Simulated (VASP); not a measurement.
Wanted: the native input for a VASP 6.6.1 run.

```yaml
Task: single point
Functional: PBE
Potentials_or_basis: VASP PAW PBE potentials, release 64 (Nb_sv, Sc_sv)
Cutoff: 520 eV
k_mesh: 10 × 10 × 5
Occupations: fermi-dirac, width 0.05 eV
Spin: no spin polarisation
Dipole_correction: no
Further_INCAR_settings: ALGO = Normal; EDIFF = 1e-06; NBANDS = 19
```

The structure of ScNb lies in POSCAR:

```
ScNb
1.0
    3.1257702997      0.0000000000      0.0000000000
   -1.5628851498      2.7069964858      0.0000000000
    0.0000000000      0.0000000000      5.1716740402
Nb Sc
1 1
Direct
    0.3333333333      0.6666666667      0.5000000000
    0.0000000000      0.0000000000      0.0000000000
```

These files were run (other wordings do the same):

INCAR

```
PREC = Accurate ; ENCUT = 520
EDIFF = 1E-6 ; ISMEAR = -1
SIGMA = 0.05 ; LREAL = F
LASPH = T ; NELM = 60
ALGO = Normal ; ISIF = 2
LWAVE = F ; LCHARG = F
GGA = PE ; NBANDS = 19
```

KPOINTS

```
regular mesh
0
Gamma
  10 10 5
```

Potentials or basis: VASP PAW PBE potentials, release 64 (Nb_sv, Sc_sv).

Run with:

```sh
$ cat potpaw_PBE.64/Nb_sv/POTCAR potpaw_PBE.64/Sc_sv/POTCAR > POTCAR
$ mpirun -np 1 vasp_std > vasp.out
```

It gave:

| Item | Value |
| --- | --- |
| Pressure | -5.5 GPa |
| Band gap on the k mesh | zero (bands 12 and 13 overlap by 0.89 eV) |

Caveat: the cell stands under tension.

Wall time 23 s on 1 thread of Intel(R) Xeon(R) Platinum 8375C CPU @ 2.90GHz (Ice Lake), on a shared host, peak memory 0.18 GiB.
